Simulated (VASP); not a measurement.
# AlN (P6_3mc) in VASP: a series of runs, part 2 of 2

VASP 6.6.1. Earlier steps stand in the parts before.

### Step 3. Single point, PBEsol (strain +0.030 along x and y, -0.015 along z)

INCAR

```
PREC     = Accurate       # precision mode
ENCUT    = 600            # plane-wave cutoff, eV
EDIFF    = 1E-6           # SCF threshold, eV
ISMEAR   = 0              # smearing method
SIGMA    = 0.05           # smearing width, eV
LREAL    = False          # projectors in reciprocal space
LASPH    = True           # aspherical terms in the spheres
NELM     = 120            # most SCF steps
ALGO     = Normal         # electronic algorithm
ISIF     = 2              # what is computed and relaxed
LWAVE    = False          # write WAVECAR
LCHARG   = False          # write CHGCAR
GGA      = PS             # functional
NBANDS   = 16             # bands
GGA_COMPAT= False
```

KPOINTS

```
regular mesh
0
Gamma
  12 12 6
```

POSCAR

```
AlN
1.0
    3.2043322161      0.0000000000      0.0000000000
   -1.6021661081      2.7750331013      0.0000000000
    0.0000000000      0.0000000000      4.9033300000
Al N
2 2
Direct
    0.3333333333      0.6666666667      0.0000000000
    0.6666666667      0.3333333333      0.5000000000
    0.3333333333      0.6666666667      0.3850000000
    0.6666666667      0.3333333333      0.8850000000
```

Potentials or basis: VASP PAW PBE potentials, release 64 (Al, N).

On the command line:

```bash
cat potpaw_PBE.64/Al/POTCAR potpaw_PBE.64/N/POTCAR > POTCAR
mpirun -np 1 vasp_std > vasp.out
```

Wall time 52 s (1 thread of Intel Xeon Platinum 8488C (Sapphire Rapids), shared host); peak memory 0.2 GiB.

Results (log left out):

* Free energy: -31.2152 eV
* Pressure: -8.1 GPa
* Largest force: 0.312 eV/Å
* Band gap on the k mesh: 3.60 eV

Forces in eV/Å, atoms in the order of the input:
```
Al   0.000  0.000 -0.312
Al   0.000  0.000 -0.312
N    0.000  0.000  0.312
N    0.000  0.000  0.312
```

Stress tensor (GPa, compression positive):
```
-12.90   0.00   0.00
  0.00 -12.90   0.00
  0.00   0.00   1.65
```

Levels at points of the mesh, in eV from the valence-band top:
```tsv
k point	band 5	band 6	band 7	band 8	band 9	band 10	band 11	band 12
(0.00, 0.00, 0.00)	-1.21	-0.43	-0.43	0.00	3.60	5.64	10.16	10.16
(0.50, 0.00, 0.00)	-3.44	-2.40	-1.88	-0.82	5.14	5.72	7.54	9.72
(0.00, 0.00, 0.50)	-0.83	-0.83	-0.83	-0.83	5.70	5.70	9.90	9.90
(0.50, 0.00, 0.50)	-1.71	-1.71	-1.37	-1.37	4.99	4.99	8.79	8.79
```

Caveat: the cell differs from its parent crystal (strain +0.030 along x and y, -0.015 along z); the cell stands under tension; the PAW data sets were made with another functional, which shifts forces and pressure a little. A k mesh can miss the band edges.

### Step 4. Single point, PBEsol (strain +0.015 along x and y, +0.015 along z)

INCAR

```
  PREC = Accurate
  ENCUT = 600
  EDIFF = 1E-6
  ISMEAR = 0
  SIGMA = 0.05
  LREAL = F
  LASPH = T
  NELM = 120
  ALGO = Normal
  ISIF = 2
  LWAVE = F
  LCHARG = F
  GGA = PS
  NBANDS = 16
  GGA_COMPAT = F
```

KPOINTS

```
Automatic mesh
0
Gamma
  12 12 6
```

POSCAR

```
AlN
1.0
    3.1576671839      0.0000000000      0.0000000000
   -1.5788335919      2.7346199979      0.0000000000
    0.0000000000      0.0000000000      5.0526700000
Al N
2 2
Direct
    0.3333333333      0.6666666667      0.0000000000
    0.6666666667      0.3333333333      0.5000000000
    0.3333333333      0.6666666667      0.3850000000
    0.6666666667      0.3333333333      0.8850000000
```

On the command line:

```bash
cat potpaw_PBE.64/Al/POTCAR potpaw_PBE.64/N/POTCAR > POTCAR
mpirun -np 1 vasp_std > vasp.out
```

Run time: 50 s. Hardware: 1 thread of Intel Xeon Platinum 8488C (Sapphire Rapids), shared host; peak memory 0.2 GiB.

The run converged. Its results:

- Free energy: -31.2686 eV
- Pressure: -8.0 GPa
- Largest force: 0.175 eV/Å
- Band gap on the k mesh: 3.70 eV

Forces on the atoms (eV/Å):
```
Al   0.000  0.000  0.175
Al   0.000  0.000  0.175
N    0.000  0.000 -0.175
N    0.000  0.000 -0.175
```

Stress tensor (GPa, compression positive):
```
-7.71  0.00  0.00
 0.00 -7.71  0.00
 0.00  0.00 -8.63
```

Levels at points of the mesh, in eV from the valence-band top:
```tsv
k point	band 4	band 5	band 6	band 7	band 8	band 9	band 10	band 11	band 12	band 13
(0.00, 0.00, 0.00)	-0.93	-0.93	-0.28	-0.28	0.00	3.70	6.15	10.14	10.66	10.66
(0.50, 0.00, 0.00)	-4.17	-3.31	-2.12	-1.76	-0.76	5.48	5.56	7.66	9.79	10.52
(0.00, 0.00, 0.50)	-3.32	-0.62	-0.62	-0.62	-0.62	5.98	5.98	9.82	9.82	10.98
(0.50, 0.00, 0.50)	-5.55	-1.51	-1.51	-1.37	-1.37	4.99	4.99	8.79	8.79	11.19
```

Caveat: the cell differs from its parent crystal (strain +0.015 along x and y, +0.015 along z); the cell stands under tension; the PAW data sets were made with another functional, which shifts forces and pressure a little.

### Step 5. Single point, PBEsol (strain +0.030 along x and y, +0.030 along z)

INCAR

```
PREC = Accurate
ENCUT = 600
EDIFF = 1E-6
ISMEAR = 0
SIGMA = 0.05
LREAL = F
LASPH = T
NELM = 120
ALGO = Normal
ISIF = 2
LWAVE = F
LCHARG = F
GGA = PS
NBANDS = 16
GGA_COMPAT = F
```

KPOINTS is that of step 4.

POSCAR

```
AlN
1.0
    3.2043322161      0.0000000000      0.0000000000
   -1.6021661081      2.7750331013      0.0000000000
    0.0000000000      0.0000000000      5.1273400000
Al N
2 2
Direct
    0.3333333333      0.6666666667      0.0000000000
    0.6666666667      0.3333333333      0.5000000000
    0.3333333333      0.6666666667      0.3850000000
    0.6666666667      0.3333333333      0.8850000000
```

Potentials or basis: VASP PAW PBE potentials, release 64 (Al, N).

On the command line:

```bash
cat potpaw_PBE.64/Al/POTCAR potpaw_PBE.64/N/POTCAR > POTCAR
mpirun -np 1 vasp_std > vasp.out
```

OUTCAR:

```text
PREC = Accurate
   ENCUT = 600
   EDIFF = 1E-6
   ISMEAR = 0
   LREAL = F
   LASPH = T
   NELM = 120
   ISIF = 2
   GGA = PS

 ion  position               nearest neighbor table
   1  0.333  0.667  0.000-   4 1.94   4 1.94   4 1.94   3 1.97   2 3.16   2 3.16   2 3.16   2 3.16
                             2 3.16   2 3.16
   2  0.667  0.333  0.500-   3 1.94   3 1.94   3 1.94   4 1.97   1 3.16   1 3.16   1 3.16   1 3.16
                             1 3.16   1 3.16
   3  0.333  0.667  0.385-   2 1.94   2 1.94   2 1.94   1 1.97
   4  0.667  0.333  0.885-   1 1.94   1 1.94   1 1.94   2 1.97

  LATTYP: Found a hexagonal cell.
 ALAT       =     3.2043322161
 C/A-ratio  =     1.6001274694

  Lattice vectors:

 A1 = (   3.2043322161,   0.0000000000,   0.0000000000)
 A2 = (  -1.6021661081,   2.7750331013,   0.0000000000)
 A3 = (   0.0000000000,   0.0000000000,   5.1273400000)

Analysis of symmetry for initial positions (statically):
=====================================================================
 Subroutine PRICEL returns:
 Original cell was already a primitive cell.

[... 179 lines left out ...]
 cond. band min:       8.6392677356   @ k =   0.0000   0.0000   0.0000
 fundamental gap:      3.3355299019
 Fermi energy:         5.5866910649

 k-point     1 :       0.0000    0.0000    0.0000
  band No.  band energies     occupation
      1      -9.4055      2.00000
      2      -7.4862      2.00000
      3      -0.3959      2.00000
      4       4.3968      2.00000
      5       4.3968      2.00000
      6       5.0294      2.00000
[... 433 lines left out ...]
      3       0.5709      2.00000
      4       1.4627      2.00000
      5       2.0629      2.00000
      6       3.5430      2.00000
[... 8 lines left out ...]
     15      16.6984      0.00000
     16      18.5682      0.00000

 [... further k-points ...]

------------------------ aborting loop because EDIFF is reached ----------------------------------------

  FORCE on cell =-STRESS in cart. coord.  units (eV):
  Direction    XX          YY          ZZ          XY          YZ          ZX
  --------------------------------------------------------------------------------------
  -------------------------------------------------------------------------------------
  Total       -4.2332058     -4.2332058     -4.2435470      0.0000000      0.0000000      0.0000000
  in kB     -148.7586221   -148.7586221   -149.1220184      0.0000000      0.0000000      0.0000000
  external PRESSURE =    -148.8797542 kB  Pullay stress =       0.0000000 kB

 VOLUME and BASIS-vectors are now :
 -----------------------------------------------------------------------------
  energy-cutoff  :      600.00
  volume of cell :       45.59
      direct lattice vectors                 reciprocal lattice vectors
     3.204332216  0.000000000  0.000000000     0.312077504  0.180178031  0.000000000
    -1.602166108  2.775033101  0.000000000     0.000000000  0.360356062  0.000000000
     0.000000000  0.000000000  5.127340000     0.000000000  0.000000000  0.195032902

 POSITION                                       TOTAL-FORCE (eV/Angst)
 -----------------------------------------------------------------------------------
     -0.00000      1.85002      0.00000         0.000000      0.000000      0.171598
      1.60217      0.92501      2.56367        -0.000000     -0.000000      0.171598
     -0.00000      1.85002      1.97403         0.000000      0.000000     -0.171598
      1.60217      0.92501      4.53770        -0.000000      0.000000     -0.171598
 -----------------------------------------------------------------------------------
    total drift:                               -0.000000      0.000000     -0.000714

  FREE ENERGIE OF THE ION-ELECTRON SYSTEM (eV)
  ---------------------------------------------------
  free  energy   TOTEN  =       -31.1298189575 eV

  energy  without entropy=      -31.1298189575  energy(sigma->0) =      -31.12981896
```

stdout:

```text
POSCAR found type information on POSCAR AlN
 POSCAR found :  2 types and       4 ions
 scaLAPACK will be used
 -----------------------------------------------------------------------------
|                                                                             |
|                                                                             |
|     You enforced a specific xc type in the INCAR file but a different       |
|     I HOPE YOU KNOW WHAT YOU ARE DOING!                                     |
|                                                                             |
 -----------------------------------------------------------------------------

 LDA part: xc-table for (Slater+PW92), standard interpolation
 POSCAR, INCAR and KPOINTS ok, starting setup
 FFT: planning ... GRIDC
 FFT: planning ... GRID_SOFT
 FFT: planning ... GRID
 WAVECAR not read
 entering main loop
```

It took 60 s on 1 thread of Intel Xeon Platinum 8488C (Sapphire Rapids), shared host; peak memory 0.2 GiB.

What came out:

```yaml
Free_energy: -31.1298 eV
Pressure: -14.9 GPa
Largest_force: 0.172 eV/Å
Band_gap_on_the_k_mesh: 3.34 eV
```

Forces in eV/Å, atoms in the order of the input:
```
Al   0.000  0.000  0.172
Al   0.000  0.000  0.172
N    0.000  0.000 -0.172
N    0.000  0.000 -0.172
```

Caveat: the cell differs from its parent crystal (strain +0.030 along x and y, +0.030 along z); the cell stands under tension; the PAW data sets were made with another functional, which shifts forces and pressure a little. A k mesh can miss the band edges.

### Step 6. The runs side by side

| cell | gap on the mesh (eV) | pressure (GPa) | largest force (eV/Å) |
| --- | --- | --- | --- |
| a = 3.158, b = 3.158, c = 4.829 Å, angles 90.0, 90.0, 120.0°, 4 atoms | 3.97 | 0.3 | 0.44 |
| a = 3.204, b = 3.204, c = 4.903 Å, angles 90.0, 90.0, 120.0°, 4 atoms | 3.60 | -8.1 | 0.31 |
| a = 3.158, b = 3.158, c = 5.053 Å, angles 90.0, 90.0, 120.0°, 4 atoms | 3.70 | -8.0 | 0.18 |
| a = 3.204, b = 3.204, c = 5.127 Å, angles 90.0, 90.0, 120.0°, 4 atoms | 3.34 | -14.9 | 0.17 |

Alike in all rows: task single point; level PBEsol; potentials or basis VASP PAW PBE potentials, release 64 (Al, N); no spin polarisation; k mesh 12 × 12 × 6; cutoff (eV) 600; smearing gaussian 0.05 eV.

Caveats: the PAW data sets were made with another functional, which shifts forces and pressure a little; the cell stands under tension (at least some runs).

Absolute energies hang on the potentials; compare differences alone.
